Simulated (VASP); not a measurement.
Wanted: the native input for a VASP 6.6.1 run.

* Task: single point
* Functional: PBE
* Potentials or basis: VASP PAW PBE potentials, release 64 (In_d, P, N)
* Cutoff: 520 eV
* k mesh: 6 × 6 × 2
* Occupations: gaussian, width 0.1 eV
* Spin: no spin polarisation
* Dipole correction: no
* Further INCAR settings: ALGO = Normal; EDIFF = 1e-06; NBANDS = 28

The structure of InP2N3 lies in POSCAR:

```
InP2N3
1.0
    3.3073196600      0.0000000000      0.0000000000
   -1.6536598300      2.8642228400      0.0000000000
    0.0000000000      0.0000000000      8.4384093900
In P N
1 2 3
Direct
    0.0000000000      0.0000000000      0.5000000000
    0.3333333300      0.6666666700      0.1481249900
    0.6666666700      0.3333333300      0.8518750100
    0.3333333300      0.6666666700      0.7056319700
    0.0000000000      0.0000000000      0.0000000000
    0.6666666700      0.3333333300      0.2943680300
```

The input as run:

INCAR

```
SYSTEM = InP2N3
ALGO = Normal
EDIFF = 1E-6
ENCUT = 520
GGA = PE
ISIF = 2
ISMEAR = 0
LASPH = .TRUE.
LCHARG = .FALSE.
LREAL = .FALSE.
LWAVE = .FALSE.
NBANDS = 28
NELM = 80
PREC = Accurate
SIGMA = 0.1
```

KPOINTS

```
k-points
0
G
  6 6 2
  0 0 0
```

Potentials or basis: VASP PAW PBE potentials, release 64 (In_d, P, N).

The run is started by

```sh
$ cat potpaw_PBE.64/In_d/POTCAR potpaw_PBE.64/P/POTCAR potpaw_PBE.64/N/POTCAR > POTCAR
$ mpirun -np 1 vasp_std > vasp.out
```

Results of the run:

| Item | Value |
| --- | --- |
| Pressure | -19.0 GPa |
| Largest force | 0.985 eV/Å |
| Band gap on the k mesh | zero (band 19 reaches 7.30 eV, above the bottom of band 20 at 6.88 eV) |

Caveat: the k points lie up to 0.37 Å⁻¹ apart; spin-orbit coupling is left out, which moves the levels of the heavy elements.

It took 39 s on 1 thread of AMD EPYC 7R43 64-Core Processor (Zen 3) (shared host), peak memory 0.18 GiB.
